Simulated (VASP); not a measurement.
# Au (P6_3/mmc) in VASP: further runs

Runs on Au. Level: LDA. Tasks: electric field gradients.

Program: VASP 6.6.1. These are calculated values, not measurements. Logs are shortened: lines on timing, memory, paths and dates and some standing lists are left out, and cuts for length are marked.

### Step 1. The cell of the first run

The structure is hexagonal, space group P6_3/mmc (No. 194). The conventional cell has a = 2.842 Å, b = 2.842 Å, c = 4.880 Å, α = 90.00°, β = 90.00°, γ = 120.00°. Au (site symmetry -6m2) has 12 Au at 2.84 to 2.94 Å within 3.7 Å.

This isn't the form of Au at room conditions, which is fcc.

### Step 2. Electric field gradients, LDA (equal xx and yy strain of -2 %)

Input file INCAR:

```
SYSTEM = Au
ALGO = Normal
EDIFF = 1E-8
ENCUT = 520
ISIF = 2
ISMEAR = -1
LASPH = .TRUE.
LCHARG = .FALSE.
LEFG = .TRUE.
LREAL = .FALSE.
LWAVE = .FALSE.
NBANDS = 18
NELM = 60
PREC = Accurate
SIGMA = 0.03
```

Input file KPOINTS:

```
k-points
0
G
  14 14 8
  0 0 0
```

Input file POSCAR:

```
Au
1.0
    2.8419984422      0.0000000000      0.0000000000
   -1.4209992211      2.4612428485      0.0000000000
    0.0000000000      0.0000000000      4.8800000000
Au
2
Direct
    0.3333333333      0.6666666667      0.7500000000
    0.6666666667      0.3333333333      0.2500000000
```

Potentials or basis: VASP PAW LDA potentials, release 64 (Au).

The run is started by

```
$ cat potpaw_LDA.64/Au/POTCAR > POTCAR
$ mpirun -np 1 vasp_std > vasp.out
```

OUTCAR:

```text
SYSTEM = Au
   EDIFF = 1E-8
   ENCUT = 520
   ISIF = 2
   ISMEAR = -1
   LASPH = .TRUE.
   LREAL = .FALSE.
   NELM = 60
   PREC = Accurate

 ion  position               nearest neighbor table
   1  0.333  0.667  0.750-   2 2.94   2 2.94   2 2.94   2 2.94   2 2.94   2 2.94
   2  0.667  0.333  0.250-   1 2.94   1 2.94   1 2.94   1 2.94   1 2.94   1 2.94

  LATTYP: Found a hexagonal cell.
 ALAT       =     2.8419984422
 C/A-ratio  =     1.7171015746

  Lattice vectors:

 A1 = (   2.8419984422,   0.0000000000,   0.0000000000)
 A2 = (  -1.4209992211,   2.4612428485,   0.0000000000)
 A3 = (   0.0000000000,   0.0000000000,   4.8800000000)

Analysis of symmetry for initial positions (statically):
=====================================================================
 Subroutine PRICEL returns:
 Original cell was already a primitive cell.

 Routine SETGRP: Setting up the symmetry group for a
 hexagonal supercell.

 Subroutine GETGRP returns: Found 24 space group operations
 (whereof 12 operations were pure point group operations)
 out of a pool of 24 trial point group operations.

The static configuration has the point symmetry D_3d.
 The point group associated with its full space group is D_6h.

Analysis of symmetry for dynamics (positions and initial velocities):
=====================================================================
 Subroutine PRICEL returns:
 Original cell was already a primitive cell.

 Routine SETGRP: Setting up the symmetry group for a
 hexagonal supercell.

 Subroutine GETGRP returns: Found 24 space group operations
 (whereof 12 operations were pure point group operations)
 out of a pool of 24 trial point group operations.

The dynamic configuration has the point symmetry D_3d.
 The point group associated with its full space group is D_6h.

 Subroutine INISYM returns: Found 24 space group operations
 (whereof 12 operations are pure point group operations),
 and found     1 'primitive' translations

----------------------------------------------------------------------------------------

                                     Primitive cell

  volume of cell :      34.1349

  direct lattice vectors                    reciprocal lattice vectors
     2.841998442  0.000000000  0.000000000     0.351865077  0.203149397  0.000000000
    -1.420999221  2.461242848  0.000000000     0.000000000  0.406298794  0.000000000
[... 119 lines left out ...]
 maximum number of plane-waves:       938
 NGX is ok and might be reduce to    24
   NGX = 11   NGY = 11   NGZ = 19

 number of electron      21.9999995 magnetization

 Free energy of the ion-electron system (eV)
  ---------------------------------------------------
  ext. energy  EPLUGINS =         0.00000000
  ---------------------------------------------------
  free energy    TOTEN  =        -8.85193043 eV

  energy without entropy =       -8.84823718  energy(sigma->0) =       -8.85008381

 E-fermi :   9.2679     XC(G=0): -12.9726

 val. band max:        9.2470991929   @ k =   0.2857   0.2143   0.1250
 cond. band min:       9.3213729864   @ k =   0.4286   0.0714   0.1250
 fundamental gap:      0.0742737934
 Fermi energy:         9.2678801966

 k-point     1 :       0.0000    0.0000    0.0000
  band No.  band energies     occupation
      1      -0.6437      2.00000
      2       1.7453      2.00000
      3       4.2466      2.00000
      4       4.6398      2.00000
      5       4.6398      2.00000
      6       4.9262      2.00000
[... 481 lines left out ...]
      5       4.4718      2.00000
      6       4.5833      2.00000
[... 10 lines left out ...]
     17      20.3290      0.00000
     18      20.4965      0.00000

 [... further k-points ...]
[... 5 lines left out ...]
  --------------------------------------------------------------------------------------
  -------------------------------------------------------------------------------------
  Total       -0.8417829     -0.8417829     -1.0574839      0.0000000      0.0000000      0.0000000
  in kB      -39.5105043    -39.5105043    -49.6347940      0.0000000      0.0000000      0.0000000
  external PRESSURE =     -42.8852675 kB  Pullay stress =       0.0000000 kB

 VOLUME and BASIS-vectors are now :
 -----------------------------------------------------------------------------
  energy-cutoff  :      520.00
  volume of cell :       34.13
      direct lattice vectors                 reciprocal lattice vectors
     2.841998442  0.000000000  0.000000000     0.351865077  0.203149397  0.000000000
    -1.420999221  2.461242848  0.000000000     0.000000000  0.406298794  0.000000000
     0.000000000  0.000000000  4.880000000     0.000000000  0.000000000  0.204918033

 POSITION                                       TOTAL-FORCE (eV/Angst)
 -----------------------------------------------------------------------------------
     -0.00000      1.64083      3.66000        -0.000000     -0.000000      0.000000
      1.42100      0.82041      1.22000         0.000000      0.000000      0.000000
 -----------------------------------------------------------------------------------
    total drift:                               -0.000000      0.000000     -0.000000

  FREE ENERGIE OF THE ION-ELECTRON SYSTEM (eV)
  ---------------------------------------------------
  free  energy   TOTEN  =        -8.8519304343 eV

  energy  without entropy=       -8.8482371810  energy(sigma->0) =       -8.85008381

 Electric field gradients (V/A^2)
---------------------------------------------------------------------
 ion       V_xx      V_yy      V_zz      V_xy      V_xz      V_yz
---------------------------------------------------------------------
   1     -18.457   -18.457    36.914    -0.000     0.000    -0.000
   2     -18.457   -18.457    36.914    -0.000    -0.000     0.000
---------------------------------------------------------------------

 Electric field gradients after diagonalization (V/A^2)
 (convention: |V_zz| > |V_xx| > |V_yy|)
----------------------------------------------------------------------
 ion       V_xx      V_yy      V_zz     asymmetry (V_yy - V_xx)/ V_zz
----------------------------------------------------------------------
   1     -18.457   -18.457    36.914       0.000
   2     -18.457   -18.457    36.914       0.000
----------------------------------------------------------------------

           NMR quadrupolar parameters

 Cq : quadrupolar parameter    Cq=e*Q*V_zz/h
 eta: asymmetry parameters     (V_yy - V_xx)/ V_zz
 Q  : nuclear electric quadrupole moment in mb (millibarn)
----------------------------------------------------------------------
 ion       Cq(MHz)       eta       Q (mb)
----------------------------------------------------------------------
   1       0.089       0.000       1.000
   2       0.089       0.000       1.000
----------------------------------------------------------------------
```

Run time: 65 s. Hardware: 1 thread of Intel Xeon 8259CL, shared host; peak memory 0.18 GiB.

Results:

```yaml
Free_energy: -8.8519 eV
Pressure: -4.3 GPa
Band_gap_on_the_k_mesh: zero (bands 11 and 12 overlap by 6.60 eV)
Largest_electric_field_gradient_by_atom: Au +36.9 V/Å²
```

Stress tensor (GPa, compression positive):
```
-3.95  0.00  0.00
 0.00 -3.95  0.00
 0.00  0.00 -4.96
```

Electric field gradients, principal values (V/Å²):
```csv
atom,least,middle,greatest (by size)
1 Au,-18.457,-18.457,36.914
2 Au,-18.457,-18.457,36.914
```

Caveat: the cell differs from its parent crystal (equal xx and yy strain of -2 %); the cell stands under tension; without QUAD_EFG the Cq values of the log hold for a quadrupole moment of 1 mb, not for the nuclei; spin-orbit coupling is left out, which moves the levels of the heavy elements.

### Step 3. Electric field gradients, LDA (17.42 Å³/atom)

This run uses another cell than the first one, of 17.42 Å³/atom.

Input file INCAR:

```
SYSTEM = Au
  ALGO = Normal
  EDIFF = 1E-8
  ENCUT = 520
  GGA = CA
  ISIF = 2
  ISMEAR = -1
  LASPH = .TRUE.
  LCHARG = .FALSE.
  LEFG = .TRUE.
  LREAL = .FALSE.
  LWAVE = .FALSE.
  NBANDS = 18
  NELM = 100
  PREC = Accurate
  SIGMA = 0.03
```

KPOINTS is that of step 2.

Input file POSCAR:

```
Au
1.0
    2.8805347474      0.0000000000      0.0000000000
   -1.4402673737      2.4946162678      0.0000000000
    0.0000000000      0.0000000000      4.8472473353
Au
2
Direct
    0.3333333333      0.6666666667      0.7500000000
    0.6666666667      0.3333333333      0.2500000000
```

Potentials or basis: VASP PAW LDA potentials, release 64 (Au).

The run is started by

```
$ cat potpaw_LDA.64/Au/POTCAR > POTCAR
$ mpirun -np 1 vasp_std > vasp.out
```

OUTCAR:

```text
SYSTEM = Au
   EDIFF = 1E-8
   ENCUT = 520
   GGA = CA
   ISIF = 2
   ISMEAR = -1
   LASPH = .TRUE.
   LREAL = .FALSE.
   NELM = 100
   PREC = Accurate

 ion  position               nearest neighbor table
   1  0.333  0.667  0.750-   2 2.94   2 2.94   2 2.94   2 2.94   2 2.94   2 2.94
   2  0.667  0.333  0.250-   1 2.94   1 2.94   1 2.94   1 2.94   1 2.94   1 2.94

  LATTYP: Found a hexagonal cell.
 ALAT       =     2.8805347474
 C/A-ratio  =     1.6827595431

  Lattice vectors:

 A1 = (   2.8805347474,   0.0000000000,   0.0000000000)
 A2 = (  -1.4402673737,   2.4946162678,   0.0000000000)
[... 719 lines left out ...]
  free  energy   TOTEN  =        -8.8280603912 eV

  energy  without entropy=       -8.8241827106  energy(sigma->0) =       -8.82612155

 Electric field gradients (V/A^2)
---------------------------------------------------------------------
 ion       V_xx      V_yy      V_zz      V_xy      V_xz      V_yz
---------------------------------------------------------------------
   1     -12.997   -12.997    25.994    -0.000     0.000    -0.000
   2     -12.997   -12.997    25.994    -0.000    -0.000     0.000
---------------------------------------------------------------------

 Electric field gradients after diagonalization (V/A^2)
 (convention: |V_zz| > |V_xx| > |V_yy|)
----------------------------------------------------------------------
 ion       V_xx      V_yy      V_zz     asymmetry (V_yy - V_xx)/ V_zz
----------------------------------------------------------------------
   1     -12.997   -12.997    25.994       0.000
   2     -12.997   -12.997    25.994       0.000
----------------------------------------------------------------------

           NMR quadrupolar parameters

 Cq : quadrupolar parameter    Cq=e*Q*V_zz/h
 eta: asymmetry parameters     (V_yy - V_xx)/ V_zz
 Q  : nuclear electric quadrupole moment in mb (millibarn)
----------------------------------------------------------------------
 ion       Cq(MHz)       eta       Q (mb)
----------------------------------------------------------------------
   1       0.063       0.000       1.000
   2       0.063       0.000       1.000
----------------------------------------------------------------------
```

Wall time 70 s (1 thread of Intel Xeon 8259CL, shared host); peak memory 0.19 GiB.

What came out:

| Quantity | Value |
| --- | --- |
| Free energy | -8.8281 eV |
| Pressure | -7.6 GPa |
| Band gap on the k mesh | zero (bands 11 and 12 overlap by 6.43 eV) |
| Largest electric field gradient by atom | Au +26.0 V/Å² |

Stress tensor (GPa, compression positive):
```
-7.52  0.00  0.00
 0.00 -7.52  0.00
 0.00  0.00 -7.85
```

Electric field gradients, principal values (V/Å²):
| atom | least | middle | greatest (by size) |
| --- | --- | --- | --- |
| 1 Au | -12.997 | -12.997 | 25.994 |
| 2 Au | -12.997 | -12.997 | 25.994 |

Caveat: the cell stands under tension; without QUAD_EFG the Cq values of the log hold for a quadrupole moment of 1 mb, not for the nuclei; spin-orbit coupling is left out, which moves the levels of the heavy elements.

### Step 4. Electric field gradients, LDA (17.59 Å³/atom)

This run uses another cell than the first one, of 17.59 Å³/atom.

Input file INCAR:

```
ALGO     = Normal         # electronic algorithm
EDIFF    = 1E-8           # SCF threshold, eV
ENCUT    = 520            # plane-wave cutoff, eV
ISIF     = 2              # what is computed and relaxed
ISMEAR   = -1             # smearing method
LASPH    = T              # aspherical terms in the spheres
LCHARG   = F              # write CHGCAR
LEFG     = T            
LREAL    = F              # projectors in reciprocal space
LWAVE    = F              # write WAVECAR
NBANDS   = 18             # bands
NELM     = 80             # most SCF steps
PREC     = Accurate       # precision mode
SIGMA    = 0.03           # smearing width, eV
```

Input file KPOINTS:

```
k-points
0
Gamma
  14 14 8
```

Input file POSCAR:

```
Au
1.0
    2.8902993466      0.0000000000      0.0000000000
   -1.4451496733      2.5030726588      0.0000000000
    0.0000000000      0.0000000000      4.8636788079
Au
2
Direct
    0.3333333333      0.6666666667      0.7500000000
    0.6666666667      0.3333333333      0.2500000000
```

Potentials or basis: VASP PAW LDA potentials, release 64 (Au).

The run is started by

```
$ cat potpaw_LDA.64/Au/POTCAR > POTCAR
$ mpirun -np 1 vasp_std > vasp.out
```

OUTCAR:

```text
EDIFF = 1E-8
   ENCUT = 520
   ISIF = 2
   ISMEAR = -1
   LASPH = T
   LREAL = F
   NELM = 80
   PREC = Accurate

 ion  position               nearest neighbor table
   1  0.333  0.667  0.750-   2 2.95   2 2.95   2 2.95   2 2.95   2 2.95   2 2.95
   2  0.667  0.333  0.250-   1 2.95   1 2.95   1 2.95   1 2.95   1 2.95   1 2.95

  LATTYP: Found a hexagonal cell.
 ALAT       =     2.8902993466
 C/A-ratio  =     1.6827595431

  Lattice vectors:

 A1 = (   2.8902993466,   0.0000000000,   0.0000000000)
 A2 = (  -1.4451496733,   2.5030726588,   0.0000000000)
 A3 = (   0.0000000000,   0.0000000000,   4.8636788079)

Analysis of symmetry for initial positions (statically):
=====================================================================
 Subroutine PRICEL returns:
 Original cell was already a primitive cell.

 Routine SETGRP: Setting up the symmetry group for a
[... 695 lines left out ...]
  energy-cutoff  :      520.00
  volume of cell :       35.19
      direct lattice vectors                 reciprocal lattice vectors
     2.890299347  0.000000000  0.000000000     0.345984924  0.199754489  0.000000000
    -1.445149673  2.503072659  0.000000000     0.000000000  0.399508978  0.000000000
     0.000000000  0.000000000  4.863678808     0.000000000  0.000000000  0.205605682

 POSITION                                       TOTAL-FORCE (eV/Angst)
 -----------------------------------------------------------------------------------
     -0.00000      1.66872      3.64776        -0.000000      0.000000      0.000000
      1.44515      0.83436      1.21592         0.000000     -0.000000      0.000000
 -----------------------------------------------------------------------------------
    total drift:                               -0.000000      0.000000     -0.000000

  FREE ENERGIE OF THE ION-ELECTRON SYSTEM (eV)
  ---------------------------------------------------
  free  energy   TOTEN  =        -8.8098602120 eV

  energy  without entropy=       -8.8058892598  energy(sigma->0) =       -8.80787474

 Electric field gradients (V/A^2)
---------------------------------------------------------------------
 ion       V_xx      V_yy      V_zz      V_xy      V_xz      V_yz
---------------------------------------------------------------------
   1     -12.228   -12.228    24.455    -0.000     0.000    -0.000
   2     -12.228   -12.228    24.455    -0.000    -0.000     0.000
---------------------------------------------------------------------

 Electric field gradients after diagonalization (V/A^2)
 (convention: |V_zz| > |V_xx| > |V_yy|)
----------------------------------------------------------------------
 ion       V_xx      V_yy      V_zz     asymmetry (V_yy - V_xx)/ V_zz
----------------------------------------------------------------------
   1     -12.228   -12.227    24.455       0.000
   2     -12.228   -12.227    24.455       0.000
----------------------------------------------------------------------

           NMR quadrupolar parameters

 Cq : quadrupolar parameter    Cq=e*Q*V_zz/h
 eta: asymmetry parameters     (V_yy - V_xx)/ V_zz
 Q  : nuclear electric quadrupole moment in mb (millibarn)
----------------------------------------------------------------------
 ion       Cq(MHz)       eta       Q (mb)
----------------------------------------------------------------------
   1       0.059       0.000       1.000
   2       0.059       0.000       1.000
----------------------------------------------------------------------
```

Run time: 72 s. Hardware: 1 thread of Intel Xeon 8259CL, shared host; peak memory 0.19 GiB.

Results:

- Free energy: -8.8099 eV
- Pressure: -9.0 GPa
- Band gap on the k mesh: zero (bands 11 and 12 overlap by 6.37 eV)
- Largest electric field gradient by atom: Au +24.5 V/Å²

Stress tensor (GPa, compression positive):
```
-8.95  0.00  0.00
 0.00 -8.95  0.00
 0.00  0.00 -9.14
```

Electric field gradients, principal values (V/Å²):
| atom | least | middle | greatest (by size) |
| --- | --- | --- | --- |
| 1 Au | -12.227 | -12.228 | 24.455 |
| 2 Au | -12.227 | -12.228 | 24.455 |

Caveat: the cell stands under tension; without QUAD_EFG the Cq values of the log hold for a quadrupole moment of 1 mb, not for the nuclei; spin-orbit coupling is left out, which moves the levels of the heavy elements.

[end of part 1 of 2]
